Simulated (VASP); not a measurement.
# Li6Pb3N (Fm-3m) in VASP: single point with PBE

Aim: the single point of Li6Pb3N with PBE.

All numbers are computed with VASP 6.6.1; they aren't measurements. Logs are shortened: lines on timing, memory, paths and dates and some standing lists are left out, and cuts for length are marked.

## Step 1: The cell of the first run

It takes space group Fm-3m (No. 225, cubic). The conventional cell has a = 8.917 Å, b = 8.917 Å, c = 8.917 Å, α = 90.00°, β = 90.00°, γ = 90.00°. Pb (site symmetry m-3m) has 6 Li at 2.83 Å within 3.7 Å. Within 4.2 Å of Pb (site symmetry -43m) lie 12 Li at 3.21 Å and 4 Pb at 3.86 Å and 4 N at 3.86 Å. N (site symmetry m-3m) has 6 Li at 1.63 Å within 2.2 Å. Li (site symmetry 4mm) has 1 N at 1.63 Å within 2.2 Å.

## Step 2: Single point, PBE

The input, INCAR:

```
SYSTEM = Li6Pb3N
ALGO = Normal ; EDIFF = 1E-7
ENCUT = 520 ; GGA = PE
ISIF = 2 ; ISMEAR = 1
LASPH = .TRUE. ; LCHARG = .TRUE.
LELF = .TRUE. ; LREAL = .FALSE.
LVHAR = .TRUE. ; LWAVE = .FALSE.
NBANDS = 44 ; NELM = 80
PREC = Accurate ; SIGMA = 0.0767
```

The input, KPOINTS:

```
k-points
0
G
  4 4 4
  0 0 0
```

The input, POSCAR:

```
Li6Pb3N
1.0
    0.0000000000      4.4585810000      4.4585810000
    4.4585810000      0.0000000000      4.4585810000
    4.4585810000      4.4585810000      0.0000000000
Pb N Li
3 1 6
Direct
    0.0000000000      0.0000000000      0.0000000000
    0.7500000000      0.7500000000      0.7500000000
    0.2500000000      0.2500000000      0.2500000000
    0.5000000000      0.5000000000      0.5000000000
    0.3176000000      0.6824000000      0.3176000000
    0.3176000000      0.6824000000      0.6824000000
    0.6824000000      0.3176000000      0.6824000000
    0.6824000000      0.3176000000      0.3176000000
    0.3176000000      0.3176000000      0.6824000000
    0.6824000000      0.6824000000      0.3176000000
```

Potentials or basis: VASP PAW PBE potentials, release 64 (Pb_d, N, Li_sv).

Command:

```bash
> cat potpaw_PBE.64/Pb_d/POTCAR potpaw_PBE.64/N/POTCAR potpaw_PBE.64/Li_sv/POTCAR > POTCAR
> mpirun -np 1 vasp_std > vasp.out
```

OUTCAR:

```text
SYSTEM = Li6Pb3N
   EDIFF = 1E-7
   ENCUT = 520
   GGA = PE
   ISIF = 2
   ISMEAR = 1
   LASPH = .TRUE.
   LREAL = .FALSE.
   NELM = 80
   PREC = Accurate

 ion  position               nearest neighbor table
   1  0.000  0.000  0.000-   5 2.83   6 2.83   7 2.83   8 2.83   9 2.83  10 2.83   2 3.86   3 3.86
                             2 3.86   2 3.86   2 3.86   3 3.86   3 3.86   3 3.86
   2  0.750  0.750  0.750-   5 3.21   6 3.21   7 3.21   8 3.21   5 3.21   8 3.21   6 3.21   7 3.21
                            10 3.21   9 3.21   9 3.21  10 3.21   1 3.86   1 3.86   1 3.86   1 3.86
   3  0.250  0.250  0.250-   5 3.21   8 3.21   6 3.21   7 3.21   5 3.21   6 3.21   7 3.21   8 3.21
                            10 3.21   9 3.21   9 3.21  10 3.21   1 3.86   1 3.86   1 3.86   1 3.86
   4  0.500  0.500  0.500-   5 1.63   6 1.63   7 1.63   8 1.63   9 1.63  10 1.63
   5  0.318  0.682  0.318-   4 1.63   6 2.30   8 2.30   9 2.30  10 2.30   1 2.83   3 3.21   3 3.21
                             2 3.21   2 3.21
   6  0.318  0.682  0.682-   4 1.63   5 2.30   7 2.30   9 2.30  10 2.30   1 2.83   2 3.21   3 3.21
                             3 3.21   2 3.21
   7  0.682  0.318  0.682-   4 1.63   6 2.30   8 2.30   9 2.30  10 2.30   1 2.83   2 3.21   3 3.21
                             3 3.21   2 3.21
   8  0.682  0.318  0.318-   4 1.63   5 2.30   7 2.30   9 2.30  10 2.30   1 2.83   3 3.21   3 3.21
                             2 3.21   2 3.21
   9  0.318  0.318  0.682-   4 1.63   5 2.30   6 2.30   7 2.30   8 2.30   1 2.83   3 3.21   3 3.21
                             2 3.21   2 3.21
  10  0.682  0.682  0.318-   4 1.63   5 2.30   6 2.30   7 2.30   8 2.30   1 2.83   2 3.21   3 3.21
                             3 3.21   2 3.21

  LATTYP: Found a face centered cubic cell.
 ALAT       =     8.9171620000

  Lattice vectors:

 A1 = (   0.0000000000,   4.4585810000,   4.4585810000)
 A2 = (   4.4585810000,   0.0000000000,   4.4585810000)
 A3 = (   4.4585810000,   4.4585810000,   0.0000000000)

Analysis of symmetry for initial positions (statically):
=====================================================================
 Subroutine PRICEL returns:
 Original cell was already a primitive cell.

 Routine SETGRP: Setting up the symmetry group for a
 face centered cubic supercell.

 Subroutine GETGRP returns: Found 48 space group operations
 (whereof 48 operations were pure point group operations)
 out of a pool of 48 trial point group operations.

The static configuration has the point symmetry O_h .

Analysis of symmetry for dynamics (positions and initial velocities):
=====================================================================
 Subroutine PRICEL returns:
 Original cell was already a primitive cell.

 Routine SETGRP: Setting up the symmetry group for a
 face centered cubic supercell.

 Subroutine GETGRP returns: Found 48 space group operations
 (whereof 48 operations were pure point group operations)
 out of a pool of 48 trial point group operations.

The dynamic configuration has the point symmetry O_h .

 Subroutine INISYM returns: Found 48 space group operations
 (whereof 48 operations are pure point group operations),
 and found     1 'primitive' translations

----------------------------------------------------------------------------------------

                                     Primitive cell

  volume of cell :     177.2638

  direct lattice vectors                    reciprocal lattice vectors
     0.000000000  4.458581000  4.458581000    -0.112143303  0.112143303  0.112143303
     4.458581000  0.000000000  4.458581000     0.112143303 -0.112143303  0.112143303
     4.458581000  4.458581000  0.000000000     0.112143303  0.112143303 -0.112143303

  length of vectors
     6.305385719  6.305385719  6.305385719     0.194237899  0.194237899  0.194237899

  position of ions in fractional coordinates (direct lattice)
     0.000000000  0.000000000  0.000000000
     0.750000000  0.750000000  0.750000000
     0.250000000  0.250000000  0.250000000
     0.500000000  0.500000000  0.500000000
     0.317600000  0.682400000  0.317600000
     0.317600000  0.682400000  0.682400000
     0.682400000  0.317600000  0.682400000
     0.682400000  0.317600000  0.317600000
     0.317600000  0.317600000  0.682400000
     0.682400000  0.682400000  0.317600000

  ion indices of the primitive-cell ions
   primitive index   ion index
                 1           1
                 2           2
                 3           3
                 4           4
                 5           5
                 6           6
                 7           7
                 8           8
                 9           9
                10          10

----------------------------------------------------------------------------------------

 KPOINTS: k-points

Automatic generation of k-mesh.
 Grid dimensions read from file:
 generate k-points for:    4    4    4

 Generating k-lattice:

  Cartesian coordinates                     Fractional coordinates (reciprocal lattice)
    -0.028035826  0.028035826  0.028035826     0.250000000  0.000000000  0.000000000
     0.028035826 -0.028035826  0.028035826     0.000000000  0.250000000  0.000000000
     0.028035826  0.028035826 -0.028035826     0.000000000  0.000000000  0.250000000

  Length of vectors
     0.048559475  0.048559475  0.048559475

  Shift w.r.t. Gamma in fractional coordinates (k-lattice)
     0.000000000  0.000000000  0.000000000

 Subroutine IBZKPT returns following result:
 ===========================================

 Found      8 irreducible k-points:

 Following reciprocal coordinates:
            Coordinates               Weight
  0.000000  0.000000  0.000000      1.000000
  0.250000  0.000000  0.000000      8.000000
  0.500000  0.000000  0.000000      4.000000
  0.250000  0.250000  0.000000      6.000000
  0.500000  0.250000  0.000000     24.000000
 -0.250000  0.250000  0.000000     12.000000
  0.500000  0.500000  0.000000      3.000000
 -0.250000  0.500000  0.250000      6.000000
   k-points           NKPTS =      8   k-points in BZ     NKDIM =      8   number of bands    NBANDS=     44
   number of dos      NEDOS =    301   number of ions     NIONS =     10
   total plane-waves  NPLWV = 110592
   dimension x,y,z NGX =    48 NGY =   48 NGZ =   48
   dimension x,y,z NGXF=    96 NGYF=   96 NGZF=   96
   ions per type =               3   1   6
   NGX,Y,Z   is equivalent  to a cutoff of  12.66, 12.66, 12.66 a.u.
   NGXF,Y,Z  is equivalent  to a cutoff of  25.31, 25.31, 25.31 a.u.
 SYSTEM =  Li6Pb3N
   PREC   = accura    normal or accurate (medium, high low for compatibility)
   ISTART =      0    job   : 0-new  1-cont  2-samecut
   ICHARG =      2    charge: 1-file 2-atom 10-const
   ISPIN  =      1    spin polarized calculation?
   LNONCOLLINEAR =      F non collinear calculations
   LSORBIT =      F    spin-orbit coupling
   LASPH  =      T    aspherical Exc in radial PAW
   ENCUT  =  520.0 eV  38.22 Ry    6.18 a.u.  11.72 11.72 11.72*2*pi/ulx,y,z
   NELM   =     80;   NELMIN=  2; NELMDL= -5     # of ELM steps
   EDIFF  = 0.1E-06   stopping-criterion for ELM
   LREAL  =      F    real-space projection
   EDIFFG = 0.1E-05   stopping-criterion for IOM
   NSW    =      0    number of steps for IOM
   IBRION =     -1    ionic relax: 0-MD 1-quasi-New 2-CG
   NFREE  =      0    steps in history (QN), initial steepest desc. (CG)
   ISIF   =      2    stress and relaxation
   ISYM   =      2    0-nonsym 1-usesym 2-fastsym
   POTIM  = 0.5000    time-step for ionic-motion
   TEBEG  =    0.0;   TEEND  =   0.0 temperature during run
   PSTRESS=    0.0 pullay stress
   NELECT =      65.0000    total number of electrons
   NUPDOWN=      -1.0000    fix difference up-down
   EMIN   =  10.00;   EMAX   =-10.00  energy-range for DOS
   EFERMI =   0.00;   METHOD = LEGACY
   ISMEAR =     1;   SIGMA  =   0.08  broadening in eV -4-tet -1-fermi 0-gaus
   EFERMI_NEDOS =   21; number of points for ismear=-14 and -15
   IALGO  =     38    algorithm
   IMIX   =      4    mixing-type and parameters
     AMIX     =   0.40;   BMIX     =  1.00
     AMIX_MAG =   1.60;   BMIX_MAG =  1.00
  volume/ion in A,a.u.               =      17.73       119.62
  Fermi-wavevector in a.u.,A,eV,Ry     =   1.171762  2.214308 18.681145  1.373025
  Thomas-Fermi vector in A             =   2.308201
   LORBIT       =      0    0 simple, 1 ext, 2 COOP (PROOUT), +10 PAW based schemes
   GGA     = PE    functional components
   LHFCALC =     F    Hartree Fock is set to
   AEXX    =    0.0000 exact exchange contribution
   IVDW    =     0    specifies the selected vdW correction
   LEPSILON=     F    determine dielectric tensor
   LRPA    =     F    only Hartree local field effects (RPA)
 non-spin polarized calculation
 Methfessel and Paxton  Order N= 1 SIGMA  =   0.08
  energy-cutoff  :      520.00
  volume of cell :      177.26
 maximum number of plane-waves:      4802
 NGX is ok and might be reduce to    48
   NGX = 23   NGY = 23   NGZ = 23

 number of electron      64.9999972 magnetization

 Free energy of the ion-electron system (eV)
  ---------------------------------------------------
  ext. energy  EPLUGINS =         0.00000000
  ---------------------------------------------------
  free energy    TOTEN  =       -30.20108046 eV

  energy without entropy =      -30.19598526  energy(sigma->0) =      -30.19938206

 E-fermi :   4.7209     XC(G=0):  -9.1839

 val. band max:        4.6114729164   @ k =   0.5000   0.5000   0.0000
 cond. band min:       4.7449376197   @ k =   0.5000   0.2500   0.0000
 fundamental gap:      0.1334647033
 Fermi energy:         4.7209310042

 k-point     1 :       0.0000    0.0000    0.0000
  band No.  band energies     occupation
      1     -40.8448      2.00000
      2     -40.7019      2.00000
      3     -40.7019      2.00000
      4     -40.7019      2.00000
      5     -40.6355      2.00000
      6     -40.6355      2.00000
[... 36 lines left out ...]
     43      12.1113      0.00000
     44      12.4693      0.00000
[... 288 lines left out ...]
      4     -40.7021      2.00000
      5     -40.6358      2.00000
      6     -40.6356      2.00000
[... 36 lines left out ...]
     43       9.9625      0.00000
     44       9.9872      0.00000

------------------------ aborting loop because EDIFF is reached ----------------------------------------

  FORCE on cell =-STRESS in cart. coord.  units (eV):
  Direction    XX          YY          ZZ          XY          YZ          ZX
  --------------------------------------------------------------------------------------
  -------------------------------------------------------------------------------------
  Total       11.6432886     11.6432886     11.6432886      0.0000000      0.0000000     -0.0000000
  in kB      105.2364687    105.2364687    105.2364687      0.0000000      0.0000000     -0.0000000
  external PRESSURE =     105.2364687 kB  Pullay stress =       0.0000000 kB

 VOLUME and BASIS-vectors are now :
 -----------------------------------------------------------------------------
  energy-cutoff  :      520.00
  volume of cell :      177.26
      direct lattice vectors                 reciprocal lattice vectors
     0.000000000  4.458581000  4.458581000    -0.112143303  0.112143303  0.112143303
     4.458581000  0.000000000  4.458581000     0.112143303 -0.112143303  0.112143303
     4.458581000  4.458581000  0.000000000     0.112143303  0.112143303 -0.112143303

 POSITION                                       TOTAL-FORCE (eV/Angst)
 -----------------------------------------------------------------------------------
      0.00000      0.00000      0.00000         0.000000      0.000000      0.000000
      6.68787      6.68787      6.68787         0.000000      0.000000      0.000000
      2.22929      2.22929      2.22929         0.000000      0.000000      0.000000
      4.45858      4.45858      4.45858         0.000000      0.000000      0.000000
      4.45858      2.83209      4.45858         0.000000     -3.614949      0.000000
      6.08507      4.45858      4.45858         3.614949      0.000000      0.000000
      4.45858      6.08507      4.45858         0.000000      3.614949      0.000000
      2.83209      4.45858      4.45858        -3.614949      0.000000      0.000000
      4.45858      4.45858      2.83209         0.000000      0.000000     -3.614949
      4.45858      4.45858      6.08507         0.000000      0.000000      3.614949
 -----------------------------------------------------------------------------------
    total drift:                                0.000000      0.000000      0.000000

  FREE ENERGIE OF THE ION-ELECTRON SYSTEM (eV)
  ---------------------------------------------------
  free  energy   TOTEN  =       -30.2010804581 eV

  energy  without entropy=      -30.1959852648  energy(sigma->0) =      -30.19938206
```

Run time: 2.5 min. Hardware: 1 thread of AMD EPYC 7R13, shared host; peak memory 0.31 GiB.

What came out:

```
Free energy            : -30.2011 eV
Largest force          : 3.615 eV/Å
Band gap on the k mesh : zero (an odd number of electrons rules out a gap without spin polarisation)
```

Forces on the atoms (eV/Å):
```
Pb   0.000  0.000  0.000
Pb   0.000  0.000  0.000
Pb   0.000  0.000  0.000
N    0.000  0.000  0.000
Li   0.000 -3.615  0.000
Li   3.615  0.000  0.000
Li   0.000  3.615  0.000
Li  -3.615  0.000  0.000
Li   0.000  0.000 -3.615
Li   0.000  0.000  3.615
```

Levels at points of the mesh, in eV from the Fermi level:
| k point | band 29 | band 30 | band 31 | band 32 | band 33 | band 34 | band 35 | band 36 |
| --- | --- | --- | --- | --- | --- | --- | --- | --- |
| (0.00, 0.00, 0.00) | -2.02 | -2.02 | -2.02 | -1.16 | -1.16 | -1.16 | 1.42 | 1.42 |
| (0.50, 0.00, 0.00) | -2.30 | -2.30 | -1.80 | -0.46 | -0.46 | 0.27 | 1.03 | 1.03 |
| (0.50, 0.50, 0.00) | -2.23 | -2.23 | -1.58 | -0.11 | 0.60 | 0.60 | 1.69 | 2.20 |

Caveat: the cutoff is under 1.25 times the usual one of these potentials, so pressure, stress and relaxed cells hold a basis-set (Pulay) error; spin-orbit coupling is left out, which moves the levels of the heavy elements; forces of over 1 eV/Å act on the atoms, so gaps and moduli don't describe the material at rest.
